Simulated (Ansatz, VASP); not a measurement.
Two plane-wave programs on BaHfO3

```
Ba Hf O
1.0
     4.16957    0.00000    0.00000
     0.00000    4.16957    0.00000
     0.00000    0.00000    4.17038
Ba Hf O
1 1 3
Direct
  0.50000 0.50000 0.99642
  0.00000 0.00000 0.49788
  0.00000 0.50000 0.49889
  0.50000 0.00000 0.49889
  0.00000 0.00000 0.99794
```

Alike in both runs: task single point; functional PBE; k mesh 4 × 4 × 4; no spin polarisation.

|  | VASP | Ansatz |
| --- | --- | --- |
| version | VASP 6.6.1 | Ansatz 0.2.0 |
| potentials or method | VASP PAW PBE potentials, release 64 (Ba_sv, Hf_pv, O), cutoff 600 eV | scalar-relativistic, plane waves, PAW |
| occupations | tetrahedron | tetrahedron-uncorrected |
| valence electrons in the cell | 38 | 54 |

|  | VASP | Ansatz | Ansatz less VASP |
| --- | --- | --- | --- |
| gap on the k mesh at the Fermi level (eV) | 3.58 | 3.67 | +0.088 |
| least direct gap on the mesh (eV) | 3.80 | 3.77 | -0.027 |
| pressure (GPa) | 3.6 | 4.3 | +0.68 |
| rms of the force components (eV/Å) | 0.011 | 0.009 | -0.0010 |

Atom by atom the forces differ by 0.002 eV/Å (rms over components). VASP's potentials hold 38 valence electrons a cell and Ansatz's 54, so a difference there can come from the potentials and not from the codes. Ansatz's warnings: band table not solved further, stress scf threshold loose.

Neither program's run includes spin-orbit coupling.
